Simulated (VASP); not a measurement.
# Mg8HO8 (a cell with a defect) in VASP: notebook

Mg8HO8 (a cell with a defect) is run at these levels: PBE; tasks: single point.

All numbers are computed with VASP 6.6.1; they aren't measurements. Logs are shortened: lines on timing, memory, paths and dates and some standing lists are left out, and cuts for length are marked.

## (1) The cell of the first run

The cell holds a defect, 17 atoms: a = 5.315 Å, b = 5.315 Å, c = 5.315 Å, α = 60.00°, β = 60.00°, γ = 60.00°.

## (2) Single point, PBE

INCAR

```
ALGO     = Normal         # electronic algorithm
EDIFF    = 1E-6           # SCF threshold, eV
ENCUT    = 520            # plane-wave cutoff, eV
GGA      = PE             # functional
ISIF     = 2              # what is computed and relaxed
ISMEAR   = -1             # smearing method
LASPH    = T              # aspherical terms in the spheres
LCHARG   = F              # write CHGCAR
LREAL    = Auto         
LWAVE    = F              # write WAVECAR
NBANDS   = 46             # bands
NELECT   = 64.0         
NELM     = 100            # most SCF steps
PREC     = Accurate       # precision mode
SIGMA    = 0.02           # smearing width, eV
```

KPOINTS

```
k-points
0
Gamma
  3 3 3
```

POSCAR

```
Mg8HO8
1.0
    0.0000000000      3.7580000000      3.7580000000
    3.7580000000      0.0000000000      3.7580000000
    3.7580000000      3.7580000000      0.0000000000
Mg O H
8 8 1
Direct
   -0.0111405885      0.0160959858      0.0162705817
   -0.0111522416      0.0160761710      0.4790031064
   -0.0111405771      0.4787770529      0.0162706660
   -0.0017833738      0.5005340203      0.5007184814
    0.4966016320      0.0010740929      0.0012533392
    0.4925994911      0.0029745626      0.5023020940
    0.4925877231      0.5021104972      0.0031944375
    0.4925994691      0.5021270172      0.5023021000
    0.2459675788      0.2506615533      0.2508632787
    0.2459810276      0.2506711732      0.7526797935
    0.2459675542      0.7525107627      0.2508632865
    0.2284028968      0.7571343042      0.7573317644
    0.7289907740      0.2569337515      0.2571448372
    0.7489101440      0.2486422192      0.7513249438
    0.7489357944      0.7511345120      0.2487982976
    0.7489101878      0.7511258343      0.7513249730
    0.0004833483     -0.1669163104      0.8333520092
```

Potentials or basis: VASP PAW PBE potentials, release 64 (Mg, O, H).

On the command line:

```bash
$ cat potpaw_PBE.64/Mg/POTCAR potpaw_PBE.64/O/POTCAR potpaw_PBE.64/H/POTCAR > POTCAR
$ mpirun -np 1 vasp_std > vasp.out
```

OUTCAR:

```text
EDIFF = 1E-6
   ENCUT = 520
   GGA = PE
   ISIF = 2
   ISMEAR = -1
   LASPH = T
   LREAL = Auto
   NELECT = 64.0
   NELM = 100
   PREC = Accurate

 ion  position               nearest neighbor table
   1  0.989  0.016  0.016-  17 1.65  13 1.81  10 1.85  11 1.85  15 1.90  14 1.90  12 1.95   3 2.46
                             2 2.46   7 2.61   6 2.61   5 2.62   4 2.66   4 2.66   5 2.70   6 2.71
   2  0.989  0.016  0.479-  17 1.65  13 1.81   9 1.85  11 1.85  14 1.90  16 1.90  12 1.95   3 2.46
                             1 2.46   8 2.61   6 2.61   5 2.62   4 2.66   4 2.66   5 2.70   6 2.71
   3  0.989  0.479  0.016-  17 1.65  13 1.81  10 1.85   9 1.85  15 1.90  16 1.90  12 1.95   1 2.46
                             2 2.46   7 2.61   8 2.61   5 2.62   4 2.66   4 2.66   5 2.70   8 2.71
   4  0.998  0.501  0.501-  10 1.88   9 1.88  11 1.88  14 1.88  16 1.88  15 1.88   7 2.64   8 2.64
                             6 2.64   1 2.66   3 2.66   2 2.66   2 2.66   3 2.66   1 2.66   6 2.68
   5  0.497  0.001  0.001-  10 1.88   9 1.88  11 1.88  16 1.88  14 1.88  15 1.88  17 2.19   3 2.62
                             1 2.62   2 2.62   8 2.66   6 2.66   7 2.66   7 2.66   6 2.66   8 2.66
   6  0.493  0.003  0.502-  13 1.84   9 1.87  10 1.87  16 1.90  15 1.90  12 1.92   1 2.61   2 2.61
                             4 2.64   7 2.65   8 2.65   5 2.66   5 2.66   8 2.66   7 2.66   4 2.68
   7  0.493  0.502  0.003-  13 1.84   9 1.87  11 1.87  14 1.90  16 1.90  12 1.92   3 2.61   1 2.61
                             4 2.64   8 2.65   6 2.65   5 2.66   5 2.66   6 2.66   8 2.66   4 2.68
   8  0.493  0.502  0.502-  13 1.84  11 1.87  10 1.87  14 1.90  15 1.90  12 1.92   3 2.61   2 2.61
                             4 2.64   7 2.65   6 2.65   5 2.66   5 2.66   6 2.66   7 2.66   4 2.68
   9  0.246  0.251  0.251-   3 1.85   2 1.85   7 1.87   6 1.87   5 1.88   4 1.88
  10  0.246  0.251  0.753-   3 1.85   1 1.85   8 1.87   6 1.87   5 1.88   4 1.88
  11  0.246  0.753  0.251-   1 1.85   2 1.85   7 1.87   8 1.87   5 1.88   4 1.88
  12  0.228  0.757  0.757-  17 0.99   6 1.92   8 1.92   7 1.92   2 1.95   1 1.95   3 1.95
  13  0.729  0.257  0.257-   3 1.81   1 1.81   2 1.81   6 1.84   8 1.84   7 1.84
  14  0.749  0.249  0.751-   5 1.88   4 1.88   8 1.90   7 1.90   2 1.90   1 1.90
  15  0.749  0.751  0.249-   5 1.88   4 1.88   8 1.90   6 1.90   1 1.90   3 1.90
  16  0.749  0.751  0.751-   5 1.88   4 1.88   6 1.90   7 1.90   2 1.90   3 1.90
  17  0.000  0.833  0.833-  12 0.99   3 1.65   1 1.65   2 1.65   5 2.19

  LATTYP: Found a face centered cubic cell.
 ALAT       =     7.5160000000

  Lattice vectors:

 A1 = (   0.0000000000,   3.7580000000,   3.7580000000)
 A2 = (   3.7580000000,   0.0000000000,   3.7580000000)
 A3 = (   3.7580000000,   3.7580000000,   0.0000000000)

Analysis of symmetry for initial positions (statically):
=====================================================================
 Subroutine PRICEL returns:
 Original cell was already a primitive cell.

 Routine SETGRP: Setting up the symmetry group for a
 face centered cubic supercell.

 Subroutine GETGRP returns: Found  2 space group operations
 (whereof  1 operations were pure point group operations)
 out of a pool of 48 trial point group operations.

The static configuration has the point symmetry C_1 .
 The point group associated with its full space group is C_1h.

Analysis of symmetry for dynamics (positions and initial velocities):
=====================================================================
 Subroutine PRICEL returns:
 Original cell was already a primitive cell.

 Routine SETGRP: Setting up the symmetry group for a
 face centered cubic supercell.

 Subroutine GETGRP returns: Found  2 space group operations
 (whereof  1 operations were pure point group operations)
 out of a pool of 48 trial point group operations.

The dynamic configuration has the point symmetry C_1 .
 The point group associated with its full space group is C_1h.

 Subroutine INISYM returns: Found  2 space group operations
 (whereof  1 operations are pure point group operations),
 and found     1 'primitive' translations

----------------------------------------------------------------------------------------

                                     Primitive cell

  volume of cell :     106.1452

  direct lattice vectors                    reciprocal lattice vectors
     0.000000000  3.758000000  3.758000000    -0.133049494  0.133049494  0.133049494
[... 50 lines left out ...]
 Grid dimensions read from file:
 generate k-points for:    3    3    3

 Generating k-lattice:

  Cartesian coordinates                     Fractional coordinates (reciprocal lattice)
    -0.044349831  0.044349831  0.044349831     0.333333333  0.000000000  0.000000000
     0.044349831 -0.044349831  0.044349831     0.000000000  0.333333333  0.000000000
     0.044349831  0.044349831 -0.044349831     0.000000000  0.000000000  0.333333333

  Length of vectors
     0.076816161  0.076816161  0.076816161

  Shift w.r.t. Gamma in fractional coordinates (k-lattice)
     0.000000000  0.000000000  0.000000000

 Subroutine IBZKPT returns following result:
 ===========================================

 Found     10 irreducible k-points:

 Following reciprocal coordinates:
            Coordinates               Weight
  0.000000  0.000000  0.000000      1.000000
  0.333333  0.000000  0.000000      2.000000
  0.000000  0.333333  0.000000      4.000000
  0.000000  0.000000  0.333333      2.000000
  0.333333  0.333333  0.000000      4.000000
  0.333333  0.000000  0.333333      2.000000
 -0.333333  0.333333  0.000000      4.000000
  0.000000 -0.333333  0.333333      4.000000
  0.333333  0.000000 -0.333333      2.000000
 -0.333333  0.333333 -0.333333      2.000000
   k-points           NKPTS =     10   k-points in BZ     NKDIM =     10   number of bands    NBANDS=     46
   number of dos      NEDOS =    301   number of ions     NIONS =     17
   total plane-waves  NPLWV =  64000
   dimension x,y,z NGX =    40 NGY =   40 NGZ =   40
   dimension x,y,z NGXF=    80 NGYF=   80 NGZF=   80
   ions per type =               8   8   1
   NGX,Y,Z   is equivalent  to a cutoff of  12.51, 12.51, 12.51 a.u.
   NGXF,Y,Z  is equivalent  to a cutoff of  25.02, 25.02, 25.02 a.u.
 SYSTEM =  unknown system
   PREC   = accura    normal or accurate (medium, high low for compatibility)
   ISTART =      0    job   : 0-new  1-cont  2-samecut
   ICHARG =      2    charge: 1-file 2-atom 10-const
   ISPIN  =      1    spin polarized calculation?
   LNONCOLLINEAR =      F non collinear calculations
   LSORBIT =      F    spin-orbit coupling
   LASPH  =      T    aspherical Exc in radial PAW
   ENCUT  =  520.0 eV  38.22 Ry    6.18 a.u.   9.88  9.88  9.88*2*pi/ulx,y,z
   NELM   =    100;   NELMIN=  2; NELMDL= -5     # of ELM steps
   EDIFF  = 0.1E-05   stopping-criterion for ELM
   LREAL  =      T    real-space projection
   EDIFFG = 0.1E-04   stopping-criterion for IOM
   NSW    =      0    number of steps for IOM
   IBRION =     -1    ionic relax: 0-MD 1-quasi-New 2-CG
   NFREE  =      0    steps in history (QN), initial steepest desc. (CG)
   ISIF   =      2    stress and relaxation
   ISYM   =      2    0-nonsym 1-usesym 2-fastsym
   POTIM  = 0.5000    time-step for ionic-motion
   TEBEG  =    0.0;   TEEND  =   0.0 temperature during run
   PSTRESS=    0.0 pullay stress
   NELECT =      64.0000    total number of electrons
   NUPDOWN=      -1.0000    fix difference up-down
   EMIN   =  10.00;   EMAX   =-10.00  energy-range for DOS
   EFERMI =   0.00;   METHOD = LEGACY
   ISMEAR =    -1;   SIGMA  =   0.02  broadening in eV -4-tet -1-fermi 0-gaus
   EFERMI_NEDOS =   21; number of points for ismear=-14 and -15
   IALGO  =     38    algorithm
   IMIX   =      4    mixing-type and parameters
     AMIX     =   0.40;   BMIX     =  1.00
     AMIX_MAG =   1.60;   BMIX_MAG =  1.00
  volume/ion in A,a.u.               =       6.24        42.14
  Fermi-wavevector in a.u.,A,eV,Ry     =   1.383040  2.613566 26.025216  1.912799
  Thomas-Fermi vector in A             =   2.507675
   LORBIT       =      0    0 simple, 1 ext, 2 COOP (PROOUT), +10 PAW based schemes
   GGA     = PE    functional components
   LHFCALC =     F    Hartree Fock is set to
   AEXX    =    0.0000 exact exchange contribution
   IVDW    =     0    specifies the selected vdW correction
   LEPSILON=     F    determine dielectric tensor
   LRPA    =     F    only Hartree local field effects (RPA)
 non-spin polarized calculation
  energy-cutoff  :      520.00
  volume of cell :      106.15
 maximum number of plane-waves:      2872
   NGX = 19   NGY = 19   NGZ = 19

 number of electron      64.0000016 magnetization

 Free energy of the ion-electron system (eV)
  ---------------------------------------------------
  ext. energy  EPLUGINS =         0.00000000
  ---------------------------------------------------
  free energy    TOTEN  =       -90.88365797 eV

  energy without entropy =      -90.88365797  energy(sigma->0) =      -90.88365797

 E-fermi :   6.9033     XC(G=0): -12.8086

 val. band max:        6.4308065298   @ k =   0.0000   0.0000   0.0000
 cond. band min:      12.4996041997   @ k =   0.0000   0.0000   0.0000
 fundamental gap:      6.0687976698
 Fermi energy:         6.9033219550

 k-point     1 :       0.0000    0.0000    0.0000
  band No.  band energies     occupation
      1     -15.0459      2.00000
      2     -12.1884      2.00000
      3     -10.4589      2.00000
      4     -10.4047      2.00000
      5     -10.4045      2.00000
      6     -10.3851      2.00000
[... 459 lines left out ...]
     43      20.1967      0.00000
     44      20.3364      0.00000
 [bands above 44 left out]

------------------------ aborting loop because EDIFF is reached ----------------------------------------

  FORCE on cell =-STRESS in cart. coord.  units (eV):
  Direction    XX          YY          ZZ          XY          YZ          ZX
  --------------------------------------------------------------------------------------
  -------------------------------------------------------------------------------------
  Total       74.4264545     74.4237744     74.4264545      2.3106550     -2.3106547      2.3142238
  in kB     1123.4082012   1123.3677480   1123.4082012     34.8775008    -34.8774966     34.9313702
  external PRESSURE =    1123.3947168 kB  Pullay stress =       0.0000000 kB

 VOLUME and BASIS-vectors are now :
 -----------------------------------------------------------------------------
  energy-cutoff  :      520.00
  volume of cell :      106.15
      direct lattice vectors                 reciprocal lattice vectors
     0.000000000  3.758000000  3.758000000    -0.133049494  0.133049494  0.133049494
     3.758000000  0.000000000  3.758000000     0.133049494 -0.133049494  0.133049494
     3.758000000  3.758000000  0.000000000     0.133049494  0.133049494 -0.133049494

 POSITION                                       TOTAL-FORCE (eV/Angst)
 -----------------------------------------------------------------------------------
      0.12163      3.77728      3.77662         0.027003      0.004169      0.005178
      1.86051      5.51618      3.77650        -0.005104     -0.027641      0.005104
      1.86039      3.77728      5.51538        -0.005178      0.004169     -0.027003
      3.76271      5.63300      5.63230        -0.007524      0.009186      0.007524
      0.00875      1.87094      1.87027         0.007761     -0.006936     -0.007761
      1.89883      3.73884      1.86237         0.001972     -0.002105      0.018945
[... 9 lines left out ...]
      5.64621      5.63788      5.63714        -0.000412      0.004752      0.004551
      6.26247      3.13355      3.13254         0.080026     -0.081089     -0.080026
 -----------------------------------------------------------------------------------
    total drift:                                0.003379     -0.007752     -0.018305

  FREE ENERGIE OF THE ION-ELECTRON SYSTEM (eV)
  ---------------------------------------------------
  free  energy   TOTEN  =       -90.8836579653 eV

  energy  without entropy=      -90.8836579653  energy(sigma->0) =      -90.88365797
```

Wall time 74 s (1 thread of AMD EPYC 9R45 (Zen 5), shared host); peak memory 0.22 GiB.

Results:

* Free energy: -90.8837 eV
* Largest force: 0.139 eV/Å

Forces on the atoms (eV/Å):
```
Mg   0.027  0.004  0.005
Mg  -0.005 -0.028  0.005
Mg  -0.005  0.004 -0.027
Mg  -0.008  0.009  0.008
Mg   0.008 -0.007 -0.008
Mg   0.002 -0.002  0.019
Mg   0.001  0.018 -0.001
Mg  -0.019 -0.002 -0.002
O    0.001  0.010  0.010
O   -0.009  0.000  0.009
O   -0.010  0.010 -0.001
O   -0.074  0.075  0.074
O    0.019 -0.020 -0.019
O   -0.005  0.005  0.000
O   -0.004  0.000  0.004
O    0.000  0.005  0.005
H    0.080 -0.081 -0.080
```

Caveat: the k points lie up to 0.48 Å⁻¹ apart; the cell carries a net charge on a neutralising background, which shifts energy and pressure; the cell is charged against a uniform background, so pressure and absolute levels hang on convention.

## (3) Single point, PBE

INCAR

```
ALGO     = Normal         # electronic algorithm
EDIFF    = 1E-6           # SCF threshold, eV
ENCUT    = 520            # plane-wave cutoff, eV
GGA      = PE             # functional
ISIF     = 2              # what is computed and relaxed
ISMEAR   = -1             # smearing method
LASPH    = True           # aspherical terms in the spheres
LCHARG   = False          # write CHGCAR
LREAL    = Auto         
LWAVE    = False          # write WAVECAR
NBANDS   = 46             # bands
NELECT   = 64.0         
NELM     = 60             # most SCF steps
PREC     = Accurate       # precision mode
SIGMA    = 0.02           # smearing width, eV
```

KPOINTS is that of step 2.

POSCAR

```
Mg8HO8
1.0
    0.0000000000      3.7580000000      3.7580000000
    3.7580000000      0.0000000000      3.7580000000
    3.7580000000      3.7580000000      0.0000000000
Mg O H
8 8 1
Direct
   -0.0111406333      0.0160959287      0.0162707557
   -0.0111522086      0.0160761043      0.4790031932
   -0.0111405003      0.4787770090      0.0162706227
   -0.0017833954      0.5005340607      0.5007184673
    0.4966016498      0.0010739755      0.0012533262
    0.4925993880      0.0029745875      0.5023021554
    0.4925876796      0.5021105641      0.0031943853
    0.4925993880      0.5021270623      0.5023021554
    0.2459675359      0.2506615221      0.2508632251
    0.2459809739      0.2506712347      0.7526797499
    0.2459674029      0.7525107770      0.2508633582
    0.2284030069      0.7571342469      0.7573316924
    0.7289908196      0.2569336083      0.2571448909
    0.7489100585      0.2486423630      0.7513249069
    0.7489358701      0.7511343800      0.2487982970
    0.7489101916      0.7511257318      0.7513250399
    0.0004833688     -0.1669163119      0.8333519159
```

Potentials or basis: VASP PAW PBE potentials, release 64 (Mg, O, H).

On the command line:

```bash
$ cat potpaw_PBE.64/Mg/POTCAR potpaw_PBE.64/O/POTCAR potpaw_PBE.64/H/POTCAR > POTCAR
$ mpirun -np 1 vasp_std > vasp.out
```

Run time: 74 s. Hardware: 1 thread of AMD EPYC 9R45 (Zen 5), shared host; peak memory 0.23 GiB.

The run converged. Its results:

* Free energy: -90.8837 eV
* Largest force: 0.139 eV/Å

Forces on the atoms (eV/Å):
```
Mg   0.027  0.004  0.005
Mg  -0.005 -0.028  0.005
Mg  -0.005  0.004 -0.027
Mg  -0.008  0.009  0.008
Mg   0.008 -0.007 -0.008
Mg   0.002 -0.002  0.019
Mg   0.001  0.018 -0.001
Mg  -0.019 -0.002 -0.002
O    0.001  0.010  0.010
O   -0.009  0.000  0.009
O   -0.010  0.010 -0.001
O   -0.074  0.075  0.074
O    0.019 -0.020 -0.019
O   -0.005  0.005  0.000
O   -0.004  0.000  0.004
O    0.000  0.005  0.005
H    0.080 -0.081 -0.080
```

Levels at points of the mesh, in eV from the Fermi level:
```tsv
k point	band 29	band 30	band 31	band 32	band 33	band 34	band 35	band 36
(0.00, 0.00, 0.00)	-1.37	-0.51	-0.47	-0.47	5.60	8.44	8.90	8.90
```

Caveat: the k points lie up to 0.48 Å⁻¹ apart; the cell carries a net charge on a neutralising background, which shifts energy and pressure; the cell is charged against a uniform background, so pressure and absolute levels hang on convention.
